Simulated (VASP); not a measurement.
MgS, 16 atoms in the cell. Symmetry: Pa-3, No. 205, cubic system. Conventional cell: a = 6.982 Å, b = 6.982 Å, c = 6.982 Å, α = 90.00°, β = 90.00°, γ = 90.00°. Mg (site symmetry 3) has 4 S at 2.41 to 2.52 Å within 3.2 Å. S (site symmetry 3) has 4 Mg at 2.41 to 2.52 Å within 3.2 Å. The cell was generated, and may not be a known phase.

```yaml
Program: VASP 6.6.1
Task: single point
Functional: PBE
Potentials_or_basis: VASP PAW PBE potentials, release 64 (Mg, S)
Cutoff: 520 eV
k_mesh: 4 × 4 × 4
Occupations: gaussian, width 0.1 eV
Spin: no spin polarisation
Dipole_correction: no
Further_INCAR_settings: LREAL = Auto; ALGO = Normal; EDIFF = 1e-06; NBANDS = 46
```

Potentials or basis: VASP PAW PBE potentials, release 64 (Mg, S).

Command:

```console
$ cat potpaw_PBE.64/Mg/POTCAR potpaw_PBE.64/S/POTCAR > POTCAR
$ mpirun -np 1 vasp_std > vasp.out
```

Hardware: 1 thread of Intel Xeon 8259CL, on a shared host.

Problem. Estimate the wall time of this run.

Solution. Wall time 8.4 min on 1 thread of Intel Xeon 8259CL, with other jobs on the host, peak memory 0.42 GiB. Counts: scf iterations 15, k points 11.
